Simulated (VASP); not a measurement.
Runs of VASP 6.6.1 on I. The structure is that of space group Fmmm (No. 69), or close to it. The cells are those of the table. 

```tsv
task	level	cell	k mesh	cutoff (eV)	k mesh for the DOS	occupations for the DOS	gap on the mesh (eV)	pressure (GPa)
single point	PBE	a = 4.570, b = 4.482, c = 3.225 Å, angles 70.6, 67.7, 41.7°, 1 atom	2 × 2 × 2	520	-	-	none	7.9
single point	PBE	a = 4.570, b = 4.482, c = 3.225 Å, angles 70.6, 67.7, 41.7°, 1 atom	2 × 3 × 2	500	-	-	none	(a)
single point	PBE	a = 4.531, b = 4.445, c = 3.198 Å, angles 70.6, 67.7, 41.7°, 1 atom	6 × 6 × 6	500	-	-	none	1.3
single point	r2SCAN	a = 4.570, b = 4.482, c = 3.225 Å, angles 70.6, 67.7, 41.7°, 1 atom	2 × 2 × 2, shifted	550	-	-	none	-1.4
```

Alike in all rows: potentials or basis VASP PAW PBE potentials, release 64 (I); no spin polarisation; smearing gaussian 0.1 eV.

Task: Estimate the missing entries.

Result: (a) 3.7.

Caveats: some runs use coarse meshes; spin-orbit coupling is left out, which moves the levels of the heavy elements; an odd number of electrons without spin polarisation forces a metal; a magnetic or distorted state may lie lower; the PAW data sets were made with another functional, which shifts forces and pressure a little (some runs).

A k mesh can miss the band edges, and the runs leave out spin-orbit coupling on I.

A gap of «none» marks levels without a gap at the run's occupations.
